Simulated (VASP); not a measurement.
# In3GaN4 (P6_3mc) in VASP: a series of runs

In3GaN4 is run at these levels: PBEsol; tasks: single point.

All numbers are computed with VASP 6.6.1; they aren't measurements. Logs are shortened: lines on timing, memory, paths and dates and some standing lists are left out, and cuts for length are marked.

## (1) The cell of the first run

Symmetry: P6_3mc, No. 186, hexagonal system. Conventional cell: a = 6.957 Å, b = 6.957 Å, c = 5.641 Å, α = 90.00°, β = 90.00°, γ = 120.00°. Within 2.8 Å of In (site symmetry m) lie 4 N at 2.15 to 2.19 Å. Ga (site symmetry 3m) has 4 N at 1.96 to 1.99 Å within 2.6 Å. Within 2.6 Å of N (site symmetry m) lie 1 Ga at 1.99 Å and 3 In at 2.18 to 2.19 Å. N (site symmetry 3m) has 1 Ga at 1.96 Å and 3 In at 2.15 Å within 2.6 Å.

## (2) Single point, PBEsol (14.78 Å³/atom)

Input file INCAR:

```
PREC = Accurate ; ENCUT = 520
EDIFF = 1E-6 ; ISMEAR = 0
SIGMA = 0.01 ; LREAL = Auto
LASPH = T ; NELM = 100
ALGO = Normal ; ISIF = 2
LWAVE = F ; LCHARG = T
GGA = PS ; LELF = T
LVHAR = T ; NBANDS = 86
```

Input file KPOINTS:

```
regular mesh
0
Gamma
  6 6 6
```

Input file POSCAR:

```
In3GaN4
1.0
    6.9573344198      0.0000000000      0.0000000000
   -3.4786672099      6.0252283502      0.0000000000
    0.0000000000      0.0000000000      5.6413347616
In Ga N
6 2 8
Direct
    0.1695916931      0.8304083069      0.4982602436
    0.6608166137      0.8304083069      0.4982602436
    0.1695916931      0.3391833863      0.4982602436
    0.8304083069      0.6608166137      0.9982602436
    0.3391833863      0.1695916931      0.9982602436
    0.8304083069      0.1695916931      0.9982602436
    0.6666666667      0.3333333333      0.4996911989
    0.3333333333      0.6666666667      0.9996911989
    0.1768653136      0.8231346864      0.8860123769
    0.6462693729      0.8231346864      0.8860123769
    0.1768653136      0.3537306271      0.8860123769
    0.6666666667      0.3333333333      0.8474909393
    0.3333333333      0.6666666667      0.3474909393
    0.8231346864      0.6462693729      0.3860123769
    0.3537306271      0.1768653136      0.3860123769
    0.8231346864      0.1768653136      0.3860123769
```

Potentials or basis: VASP PAW PBE potentials, release 64 (In_d, Ga_d, N).

Started as:

```sh
cat potpaw_PBE.64/In_d/POTCAR potpaw_PBE.64/Ga_d/POTCAR potpaw_PBE.64/N/POTCAR > POTCAR
mpirun -np 1 vasp_std > vasp.out
```

OUTCAR:

```text
PREC = Accurate
   ENCUT = 520
   EDIFF = 1E-6
   ISMEAR = 0
   LREAL = Auto
   LASPH = T
   NELM = 100
   ISIF = 2
   GGA = PS

 ion  position               nearest neighbor table
   1  0.170  0.830  0.498-  13 2.15  14 2.18  15 2.18   9 2.19   2 3.42   3 3.42   8 3.44   8 3.45
                             4 3.48   4 3.48   5 3.48   5 3.48   2 3.54   3 3.54
   2  0.661  0.830  0.498-  13 2.15  14 2.18  16 2.18  10 2.19   1 3.42   3 3.42   8 3.44   8 3.45
                             6 3.48   6 3.48   4 3.48   4 3.48   1 3.54   3 3.54
   3  0.170  0.339  0.498-  13 2.15  15 2.18  16 2.18  11 2.19   1 3.42   2 3.42   8 3.44   8 3.45
                             6 3.48   6 3.48   5 3.48   5 3.48   1 3.54   2 3.54
   4  0.830  0.661  0.998-  12 2.15  10 2.18   9 2.18  14 2.19   5 3.42   6 3.42   7 3.44   7 3.45
                             1 3.48   1 3.48   2 3.48   2 3.48   5 3.54   6 3.54
   5  0.339  0.170  0.998-  12 2.15  11 2.18   9 2.18  15 2.19   6 3.42   4 3.42   7 3.44   7 3.45
                             1 3.48   1 3.48   3 3.48   3 3.48   6 3.54   4 3.54
   6  0.830  0.170  0.998-  12 2.15  11 2.18  10 2.18  16 2.19   5 3.42   4 3.42   7 3.44   7 3.45
                             3 3.48   3 3.48   2 3.48   2 3.48   5 3.54   4 3.54
   7  0.667  0.333  0.500-  12 1.96  16 1.99  15 1.99  14 1.99   6 3.44   5 3.44   4 3.44   6 3.45
                             5 3.45   4 3.45
   8  0.333  0.667  1.000-  13 1.96   9 1.99  10 1.99  11 1.99   1 3.44   2 3.44   3 3.44   1 3.45
                             2 3.45   3 3.45
   9  0.177  0.823  0.886-   8 1.99   4 2.18   5 2.18   1 2.19
  10  0.646  0.823  0.886-   8 1.99   4 2.18   6 2.18   2 2.19
  11  0.177  0.354  0.886-   8 1.99   6 2.18   5 2.18   3 2.19
  12  0.667  0.333  0.847-   7 1.96   6 2.15   5 2.15   4 2.15
  13  0.333  0.667  0.347-   8 1.96   1 2.15   2 2.15   3 2.15
  14  0.823  0.646  0.386-   7 1.99   2 2.18   1 2.18   4 2.19
  15  0.354  0.177  0.386-   7 1.99   3 2.18   1 2.18   5 2.19
  16  0.823  0.177  0.386-   7 1.99   3 2.18   2 2.18   6 2.19

  LATTYP: Found a hexagonal cell.
 ALAT       =     6.9573344198
 C/A-ratio  =     0.8108471465

  Lattice vectors:

 A1 = (   6.9573344198,   0.0000000000,   0.0000000000)
 A2 = (  -3.4786672099,   6.0252283502,   0.0000000000)
 A3 = (   0.0000000000,   0.0000000000,   5.6413347616)

Analysis of symmetry for initial positions (statically):
=====================================================================
 Subroutine PRICEL returns:
 Original cell was already a primitive cell.

 Routine SETGRP: Setting up the symmetry group for a
 hexagonal supercell.

 Subroutine GETGRP returns: Found 12 space group operations
 (whereof  6 operations were pure point group operations)
 out of a pool of 24 trial point group operations.

The static configuration has the point symmetry C_3v.
 The point group associated with its full space group is C_6v.

Analysis of symmetry for dynamics (positions and initial velocities):
=====================================================================
 Subroutine PRICEL returns:
 Original cell was already a primitive cell.

 Routine SETGRP: Setting up the symmetry group for a
 hexagonal supercell.

 Subroutine GETGRP returns: Found 12 space group operations
 (whereof  6 operations were pure point group operations)
 out of a pool of 24 trial point group operations.

The dynamic configuration has the point symmetry C_3v.
 The point group associated with its full space group is C_6v.

 Subroutine INISYM returns: Found 12 space group operations
 (whereof  6 operations are pure point group operations),
 and found     1 'primitive' translations

----------------------------------------------------------------------------------------

                                     Primitive cell

  volume of cell :     236.4821

  direct lattice vectors                    reciprocal lattice vectors
     6.957334420  0.000000000  0.000000000     0.143733209  0.082984407  0.000000000
    -3.478667210  6.025228350  0.000000000     0.000000000  0.165968813  0.000000000
     0.000000000  0.000000000  5.641334762     0.000000000  0.000000000  0.177263013

  length of vectors
     6.957334420  6.957334420  5.641334762     0.165968813  0.165968813  0.177263013

  position of ions in fractional coordinates (direct lattice)
     0.169591693  0.830408307  0.498260244
     0.660816614  0.830408307  0.498260244
     0.169591693  0.339183386  0.498260244
     0.830408307  0.660816614  0.998260244
     0.339183386  0.169591693  0.998260244
     0.830408307  0.169591693  0.998260244
[... 8 lines left out ...]
     0.353730627  0.176865314  0.386012377
     0.823134686  0.176865314  0.386012377

  ion indices of the primitive-cell ions
   primitive index   ion index
                 1           1
                 2           2
                 3           3
                 4           4
                 5           5
                 6           6
[... 8 lines left out ...]
                15          15
                16          16

----------------------------------------------------------------------------------------

 KPOINTS: regular mesh

Automatic generation of k-mesh.
 Grid dimensions read from file:
 generate k-points for:    6    6    6

 Generating k-lattice:

  Cartesian coordinates                     Fractional coordinates (reciprocal lattice)
     0.023955535  0.013830734  0.000000000     0.166666667 -0.000000000  0.000000000
     0.000000000  0.027661469  0.000000000     0.000000000  0.166666667  0.000000000
     0.000000000  0.000000000  0.029543836     0.000000000  0.000000000  0.166666667

  Length of vectors
     0.027661469  0.027661469  0.029543836

  Shift w.r.t. Gamma in fractional coordinates (k-lattice)
     0.000000000  0.000000000  0.000000000

 Subroutine IBZKPT returns following result:
 ===========================================

 Found     28 irreducible k-points:

 Following reciprocal coordinates:
            Coordinates               Weight
  0.000000  0.000000  0.000000      1.000000
  0.166667  0.000000  0.000000      6.000000
  0.333333  0.000000  0.000000      6.000000
  0.500000  0.000000  0.000000      3.000000
  0.166667  0.166667  0.000000      6.000000
  0.333333  0.166667  0.000000     12.000000
[... 16 lines left out ...]
  0.166667  0.000000  0.500000      6.000000
  0.333333  0.000000  0.500000      6.000000
 [... further k-points ...]
   k-points           NKPTS =     28   k-points in BZ     NKDIM =     28   number of bands    NBANDS=     86
   number of dos      NEDOS =    301   number of ions     NIONS =     16
   total plane-waves  NPLWV = 122472
   dimension x,y,z NGX =    54 NGY =   54 NGZ =   42
   dimension x,y,z NGXF=   108 NGYF=  108 NGZF=   84
   ions per type =               6   2   8
   NGX,Y,Z   is equivalent  to a cutoff of  12.90, 12.90, 12.38 a.u.
   NGXF,Y,Z  is equivalent  to a cutoff of  25.81, 25.81, 24.75 a.u.
 SYSTEM =  unknown system
   PREC   = accura    normal or accurate (medium, high low for compatibility)
   ISTART =      0    job   : 0-new  1-cont  2-samecut
   ICHARG =      2    charge: 1-file 2-atom 10-const
   ISPIN  =      1    spin polarized calculation?
   LNONCOLLINEAR =      F non collinear calculations
   LSORBIT =      F    spin-orbit coupling
   LASPH  =      T    aspherical Exc in radial PAW
   ENCUT  =  520.0 eV  38.22 Ry    6.18 a.u.  12.94 12.94 10.49*2*pi/ulx,y,z
   NELM   =    100;   NELMIN=  2; NELMDL= -5     # of ELM steps
   EDIFF  = 0.1E-05   stopping-criterion for ELM
   LREAL  =      T    real-space projection
   EDIFFG = 0.1E-04   stopping-criterion for IOM
   NSW    =      0    number of steps for IOM
   IBRION =     -1    ionic relax: 0-MD 1-quasi-New 2-CG
   NFREE  =      0    steps in history (QN), initial steepest desc. (CG)
   ISIF   =      2    stress and relaxation
   ISYM   =      2    0-nonsym 1-usesym 2-fastsym
   POTIM  = 0.5000    time-step for ionic-motion
   TEBEG  =    0.0;   TEEND  =   0.0 temperature during run
   PSTRESS=    0.0 pullay stress
   NELECT =     144.0000    total number of electrons
   NUPDOWN=      -1.0000    fix difference up-down
   EMIN   =  10.00;   EMAX   =-10.00  energy-range for DOS
   EFERMI =   0.00;   METHOD = LEGACY
   ISMEAR =     0;   SIGMA  =   0.01  broadening in eV -4-tet -1-fermi 0-gaus
   EFERMI_NEDOS =   21; number of points for ismear=-14 and -15
   IALGO  =     38    algorithm
   IMIX   =      4    mixing-type and parameters
     AMIX     =   0.40;   BMIX     =  1.00
     AMIX_MAG =   1.60;   BMIX_MAG =  1.00
  volume/ion in A,a.u.               =      14.78        99.74
  Fermi-wavevector in a.u.,A,eV,Ry     =   1.387596  2.622175 26.196950  1.925421
  Thomas-Fermi vector in A             =   2.511802
   LORBIT       =      0    0 simple, 1 ext, 2 COOP (PROOUT), +10 PAW based schemes
   GGA     = PS    functional components
   LHFCALC =     F    Hartree Fock is set to
   AEXX    =    0.0000 exact exchange contribution
   IVDW    =     0    specifies the selected vdW correction
   LEPSILON=     F    determine dielectric tensor
   LRPA    =     F    only Hartree local field effects (RPA)
 non-spin polarized calculation
 Gauss-broadening in eV      SIGMA  =   0.01
  energy-cutoff  :      520.00
  volume of cell :      236.48
 maximum number of plane-waves:      6396
 NGX is ok and might be reduce to    54
   NGX = 25   NGY = 25   NGZ = 21

 number of electron     144.0000000 magnetization

 Free energy of the ion-electron system (eV)
  ---------------------------------------------------
  ext. energy  EPLUGINS =         0.00000000
  ---------------------------------------------------
  free energy    TOTEN  =       -95.35591208 eV

  energy without entropy =      -95.35584967  energy(sigma->0) =      -95.35588087

 E-fermi :   5.8918     XC(G=0): -11.0380

 val. band max:        5.8910347301   @ k =   0.0000   0.0000   0.0000
 cond. band min:       6.7783720192   @ k =   0.1667   0.0000   0.0000
 fundamental gap:      0.8873372891
 Fermi energy:         5.8918189778

 k-point     1 :       0.0000    0.0000    0.0000
  band No.  band energies     occupation
      1      -8.9770      2.00000
      2      -8.9077      2.00000
      3      -8.7998      2.00000
      4      -8.7913      2.00000
      5      -8.7439      2.00000
      6      -8.7439      2.00000
[... 76 lines left out ...]
     83      11.3288      0.00000
     84      12.3357      0.00000

 k-point     2 :       0.1667    0.0000    0.0000
  band No.  band energies     occupation
      1      -8.9647      2.00000
      2      -8.9016      2.00000
      3      -8.7983      2.00000
      4      -8.7883      2.00000
      5      -8.7438      2.00000
      6      -8.7422      2.00000
[... 1903 lines left out ...]
     83      12.3130      0.00000
     84      12.3130      0.00000

 k-point    24 :       0.3333    0.0000    0.5000
  band No.  band energies     occupation
      1      -8.9113      2.00000
      2      -8.9113      2.00000
      3      -8.7023      2.00000
      4      -8.7023      2.00000
      5      -8.6586      2.00000
      6      -8.6586      2.00000
[... 76 lines left out ...]
     83      12.3300      0.00000
     84      12.3306      0.00000

 [... further k-points ...]

 [bands above 84 left out]

------------------------ aborting loop because EDIFF is reached ----------------------------------------

  FORCE on cell =-STRESS in cart. coord.  units (eV):
  Direction    XX          YY          ZZ          XY          YZ          ZX
  --------------------------------------------------------------------------------------
  -------------------------------------------------------------------------------------
  Total       -5.8069815     -5.8069815     -5.8361136      0.0000000     -0.0000000      0.0000000
  in kB      -39.3425731    -39.3425731    -39.5399448      0.0000000     -0.0000000      0.0000000
  external PRESSURE =     -39.4083637 kB  Pullay stress =       0.0000000 kB

 VOLUME and BASIS-vectors are now :
 -----------------------------------------------------------------------------
  energy-cutoff  :      520.00
  volume of cell :      236.48
      direct lattice vectors                 reciprocal lattice vectors
     6.957334420  0.000000000  0.000000000     0.143733209  0.082984407  0.000000000
    -3.478667210  6.025228350  0.000000000     0.000000000  0.165968813  0.000000000
     0.000000000  0.000000000  5.641334762     0.000000000  0.000000000  0.177263013

 POSITION                                       TOTAL-FORCE (eV/Angst)
 -----------------------------------------------------------------------------------
     -1.70881      5.00340      2.81085        -0.015495      0.008946      0.004956
      1.70881      5.00340      2.81085         0.015495      0.008946      0.004956
     -0.00000      2.04366      2.81085         0.000000     -0.017892      0.004956
      3.47867      3.98157      5.63152         0.000000      0.017892      0.004956
      1.76986      1.02183      5.63152        -0.015495     -0.008946      0.004956
      5.18748      1.02183      5.63152         0.015495     -0.008946      0.004956
[... 8 lines left out ...]
      1.84577      1.06565      2.17763         0.014109      0.008146      0.003531
      5.11157      1.06565      2.17763        -0.014109      0.008146      0.003531
 -----------------------------------------------------------------------------------
    total drift:                               -0.000001      0.000001      0.043834

  FREE ENERGIE OF THE ION-ELECTRON SYSTEM (eV)
  ---------------------------------------------------
  free  energy   TOTEN  =       -95.3559120771 eV

  energy  without entropy=      -95.3558496722  energy(sigma->0) =      -95.35588087
```

It took 13 min on 1 thread of AMD EPYC 9R45 (Zen 5), shared host; peak memory 0.53 GiB.

What came out:

* Free energy: -95.3559 eV
* Pressure: -3.9 GPa
* Largest force: 0.031 eV/Å
* Band gap on the k mesh: zero (filled and empty bands touch)

Forces on the atoms (eV/Å):
```
In  -0.015  0.009  0.005
In   0.015  0.009  0.005
In   0.000 -0.018  0.005
In   0.000  0.018  0.005
In  -0.015 -0.009  0.005
In   0.015 -0.009  0.005
Ga   0.000  0.000  0.005
Ga   0.000  0.000  0.005
N    0.014 -0.008  0.004
N   -0.014 -0.008  0.004
N    0.000  0.016  0.004
N    0.000  0.000 -0.031
N    0.000  0.000 -0.031
N    0.000 -0.016  0.004
N    0.014  0.008  0.004
N   -0.014  0.008  0.004
```

Levels at points of the mesh, in eV from the Fermi level:
```tsv
k point	band 69	band 70	band 71	band 72	band 73	band 74	band 75	band 76
(0.00, 0.00, 0.00)	-0.67	-0.09	-0.01	0.00	0.00	2.83	3.77	3.77
(0.50, 0.00, 0.00)	-0.62	-0.61	-0.40	-0.38	2.43	2.59	4.39	4.45
(0.00, 0.00, 0.50)	-0.43	-0.43	-0.43	-0.43	2.30	2.30	3.52	3.52
(0.50, 0.00, 0.50)	-1.12	-1.12	-0.90	-0.90	3.28	3.28	3.85	3.85
```

Caveat: the cell stands under tension; semilocal functionals underestimate gaps, and a narrow one can read as zero; the PAW data sets were made with another functional, which shifts forces and pressure a little; spin-orbit coupling is left out, which moves the levels of the heavy elements.

(Part 1 of 2 ends here.)

The gap in the log of VASP goes by the Fermi energy; the results here count the filled bands.